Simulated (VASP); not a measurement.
# Si3B4 (P6/mmm) in VASP: further runs, part 2 of 2

VASP 6.6.1.

### 3 Single point, PBE

This run uses another cell than the first one, of 10.68 Å³/atom.

The input, INCAR:

```
ALGO = Normal ; EDIFF = 1E-6
ENCUT = 500 ; GGA = PE
GGA_COMPAT = F ; ISIF = 2
ISMEAR = 0 ; LASPH = T
LCHARG = F ; LREAL = F
LWAVE = F ; NBANDS = 21
NELM = 120 ; PREC = Accurate
SIGMA = 0.2
```

The input, KPOINTS:

```
k-points
0
Gamma
  4 4 4
```

The input, POSCAR:

```
Si3B4
1.0
    5.2877268476      0.0000000000      0.0000000000
   -2.6438634238      4.5793057783      0.0000000000
    0.0000000000      0.0000000000      3.0880880847
Si B
3 4
Direct
    0.5000000000      0.0000000000      0.0000000000
    0.0000000000      0.5000000000      0.0000000000
    0.5000000000      0.5000000000      0.0000000000
    0.0000000000      0.0000000000      0.2465558743
    0.0000000000      0.0000000000      0.7534441257
    0.3333333333      0.6666666667      0.5000000000
    0.6666666667      0.3333333333      0.5000000000
```

Potentials or basis: VASP PAW PBE potentials, release 64 (Si, B).

Started as:

```bash
$ cat potpaw_PBE.64/Si/POTCAR potpaw_PBE.64/B/POTCAR > POTCAR
$ mpirun -np 1 vasp_std > vasp.out
```

OUTCAR:

```text
EDIFF = 1E-6
   ENCUT = 500
   GGA = PE
   ISIF = 2
   ISMEAR = 0
   LASPH = T
   LREAL = F
   NELM = 120
   PREC = Accurate

 ion  position               nearest neighbor table
   1  0.500  0.000  0.000-   6 2.17   7 2.17   6 2.17   7 2.17   2 2.64   3 2.64   3 2.64   2 2.64

   2  0.000  0.500  0.000-   6 2.17   7 2.17   6 2.17   7 2.17   3 2.64   3 2.64   1 2.64   1 2.64

   3  0.500  0.500  0.000-   6 2.17   7 2.17   6 2.17   7 2.17   2 2.64   2 2.64   1 2.64   1 2.64

   4  0.000  0.000  0.247-   5 1.52   5 1.57
   5  0.000  0.000  0.753-   4 1.52   4 1.57
   6  0.333  0.667  0.500-   2 2.17   2 2.17   1 2.17   1 2.17   3 2.17   3 2.17
   7  0.667  0.333  0.500-   2 2.17   2 2.17   1 2.17   1 2.17   3 2.17   3 2.17

  LATTYP: Found a hexagonal cell.
 ALAT       =     5.2877268476
 C/A-ratio  =     0.5840105160

  Lattice vectors:

 A1 = (   5.2877268476,   0.0000000000,   0.0000000000)
 A2 = (  -2.6438634238,   4.5793057783,   0.0000000000)
 A3 = (   0.0000000000,   0.0000000000,   3.0880880847)

Analysis of symmetry for initial positions (statically):
[... 174 lines left out ...]
 cond. band min:       7.9561411115   @ k =   0.5000   0.0000   0.5000
 fundamental gap:      0.0716960185
 Fermi energy:         7.9363457590

 k-point     1 :       0.0000    0.0000    0.0000
  band No.  band energies     occupation
      1      -6.5545      2.00000
      2      -1.6338      2.00000
      3      -0.9401      2.00000
      4      -0.0545      2.00000
      5      -0.0545      2.00000
      6       1.4048      2.00000
[... 277 lines left out ...]
     20      13.2365      0.00000
     21      13.7449      0.00000

------------------------ aborting loop because EDIFF is reached ----------------------------------------

  FORCE on cell =-STRESS in cart. coord.  units (eV):
  Direction    XX          YY          ZZ          XY          YZ          ZX
  --------------------------------------------------------------------------------------
  -------------------------------------------------------------------------------------
  Total        0.0554147      0.0554147     -0.1203167      0.0000000     -0.0000000      0.0000000
  in kB        1.1873466      1.1873466     -2.5779715      0.0000000     -0.0000000      0.0000000
  external PRESSURE =      -0.0677594 kB  Pullay stress =       0.0000000 kB

 VOLUME and BASIS-vectors are now :
 -----------------------------------------------------------------------------
  energy-cutoff  :      500.00
  volume of cell :       74.78
      direct lattice vectors                 reciprocal lattice vectors
     5.287726848  0.000000000  0.000000000     0.189117182  0.109186856  0.000000000
    -2.643863424  4.579305778  0.000000000     0.000000000  0.218373712  0.000000000
     0.000000000  0.000000000  3.088088085     0.000000000  0.000000000  0.323824960

 POSITION                                       TOTAL-FORCE (eV/Angst)
 -----------------------------------------------------------------------------------
      2.64386      0.00000      0.00000         0.000000      0.000000      0.000000
     -1.32193      2.28965      0.00000         0.000000      0.000000      0.000000
      1.32193      2.28965      0.00000         0.000000      0.000000      0.000000
      0.00000      0.00000      0.76139         0.000000     -0.000000     -0.005395
      0.00000      0.00000      2.32670        -0.000000      0.000000      0.005395
     -0.00000      3.05287      1.54404         0.000000      0.000000     -0.000000
      2.64386      1.52644      1.54404        -0.000000      0.000000      0.000000
 -----------------------------------------------------------------------------------
    total drift:                               -0.000000     -0.000000      0.000000

  FREE ENERGIE OF THE ION-ELECTRON SYSTEM (eV)
  ---------------------------------------------------
  free  energy   TOTEN  =       -37.5521969843 eV

  energy  without entropy=      -37.4949564454  energy(sigma->0) =      -37.52357671
```

OSZICAR:

```text
N       E                     dE             d eps       ncg     rms          rms(c)
DAV:   1     0.336612114346E+02    0.33661E+02   -0.10019E+04   504   0.971E+02
DAV:   2    -0.374352672959E+02   -0.71096E+02   -0.68085E+02   646   0.157E+02
DAV:   3    -0.403359490961E+02   -0.29007E+01   -0.28637E+01   664   0.274E+01
DAV:   4    -0.403582304247E+02   -0.22281E-01   -0.22266E-01   631   0.271E+00
DAV:   5    -0.403584180942E+02   -0.18767E-03   -0.18766E-03   652   0.248E-01    0.103E+01
DAV:   6    -0.377901743059E+02    0.25682E+01   -0.49295E+00   584   0.989E+00    0.506E+00
DAV:   7    -0.375713828361E+02    0.21879E+00   -0.10238E+00   616   0.483E+00    0.168E+00
DAV:   8    -0.375528054396E+02    0.18577E-01   -0.51549E-02   629   0.125E+00    0.418E-01
DAV:   9    -0.375522783951E+02    0.52704E-03   -0.51053E-03   613   0.432E-01    0.131E-01
DAV:  10    -0.375522277051E+02    0.50690E-04   -0.39867E-04   627   0.114E-01    0.932E-02
DAV:  11    -0.375521979630E+02    0.29742E-04   -0.16035E-04   572   0.640E-02    0.168E-02
DAV:  12    -0.375521973069E+02    0.65612E-06   -0.14846E-05   589   0.208E-02    0.691E-03
DAV:  13    -0.375521969843E+02    0.32252E-06   -0.58023E-07   403   0.475E-03
   1 F= -.37552197E+02 E0= -.37523577E+02  d E =-.572405E-01
```

stdout:

```text
POSCAR found type information on POSCAR SiB
 POSCAR found :  2 types and       7 ions
 scaLAPACK will be used
 LDA part: xc-table for (Slater+PW92), standard interpolation
 POSCAR, INCAR and KPOINTS ok, starting setup
 FFT: planning ... GRIDC
 FFT: planning ... GRID_SOFT
 FFT: planning ... GRID
 WAVECAR not read
 entering main loop
```

Run time: 11 s. Hardware: 1 thread of Intel Xeon 6975P-C (Granite Rapids), shared host; peak memory 0.18 GiB.

Results:

| Property | Result |
| --- | --- |
| Free energy | -37.5522 eV |
| Pressure | 0.0 GPa |
| Largest force | 0.005 eV/Å |
| Band gap on the k mesh | zero (bands 12 and 13 overlap by 2.59 eV) |

Forces in eV/Å, atoms in the order of the input:
```
Si   0.000  0.000  0.000
Si   0.000  0.000  0.000
Si   0.000  0.000  0.000
B    0.000  0.000 -0.005
B    0.000  0.000  0.005
B    0.000  0.000  0.000
B    0.000  0.000  0.000
```

Levels at points of the mesh, in eV from the Fermi level:
```csv
k point,band 9,band 10,band 11,band 12,band 13,band 14,band 15,band 16
"(0.00, 0.00, 0.00)",-2.32,0.44,0.86,0.86,2.66,5.28,5.28,5.64
"(0.50, 0.00, 0.00)",-2.41,-1.62,-1.42,-0.81,1.24,3.20,4.14,4.33
"(0.00, 0.00, 0.50)",-4.07,-4.07,-3.76,-3.76,-1.73,-1.73,3.67,3.67
"(0.50, 0.00, 0.50)",-1.60,-1.48,-1.02,0.02,0.75,0.91,1.11,1.52
```

Caveat: the k points lie up to 0.51 Å⁻¹ apart, too coarse for converged energies and pressures of a metal.
